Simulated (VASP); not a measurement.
Crystal: Ni.

```xyz
3
Lattice="3.2077 0.0000 0.0000 -1.6039 2.7780 0.0000 0.0000 0.0000 3.6393" Properties=species:S:1:pos:R:3 pbc="T T T"
Ni    0.7230    0.0000    1.2131
Ni   -0.3615    0.6262    2.4262
Ni    1.2424    2.1518    0.0000
```

| Property | Result |
| --- | --- |
| Program | VASP 6.6.1 |
| Task | relaxation of cell and atoms |
| Functional | PBEsol |
| Potentials or basis | VASP PAW PBE potentials, release 64 (Ni) |
| Cutoff | 600 eV |
| k mesh | 6 × 6 × 6 |
| Occupations | gaussian, width 0.1 eV |
| Spin | collinear spin, ferromagnetic start |
| Starting moments | [0.3, 0.3, 0.3] μB |

At the start: pressure 86.0 GPa; volume 10.81 Å³/atom.

Q: How do energy, volume and symmetry change on relaxing?

A: Over 15 steps the energy falls by 1911.9 meV/atom and the volume is 12.01 Å³/atom (+11.1 %); space group Pm-3m (No. 221, to 0.05 Å); moment 1.71 μB per cell.

Step by step:
```tsv
step	energy change (eV)	largest force (eV/Å)	pressure (GPa)	volume (Å³)
1	0.0000	13.7860	85.96	32.43
2	-1.9007	0.1853	-21.34	67.12
3	-2.6655	0.1920	-22.88	61.29
4	-3.3058	0.1614	-23.93	56.68
5	-5.1680	0.1763	-19.33	43.52
6	-5.2412	2.2378	-0.17	37.72
7	-5.3848	0.7368	-13.33	40.75
8	-5.3983	1.1174	-9.93	39.72
9	-5.3996	1.0530	-10.49	39.87
10	-5.6702	0.7440	0.64	36.05
11	-5.6808	0.6329	4.54	35.20
12	-5.7330	0.1016	1.30	35.70
13	-5.7354	0.0172	0.55	35.86
14	-5.7354	0.0082	0.57	35.85
15	-5.7356	0.0114	-0.29	36.03
```

Final structure:
```yaml
crystal:
  lattice:
    - [3.24106, 0.00000, 0.00000]
    - [-1.62053, 2.80684, 0.00000]
    - [0.00000, 0.00000, 3.96111]
  atoms:
    - { symbol: Ni, position: [0.33292, 0.00000, 0.33333] }
    - { symbol: Ni, position: [0.00000, 0.33292, 0.66667] }
    - { symbol: Ni, position: [0.66708, 0.66708, 0.00000] }
```

Caveat: the k points lie up to 0.37 Å⁻¹ apart in the final cell; the PAW data sets were made with another functional, which shifts forces and pressure a little.
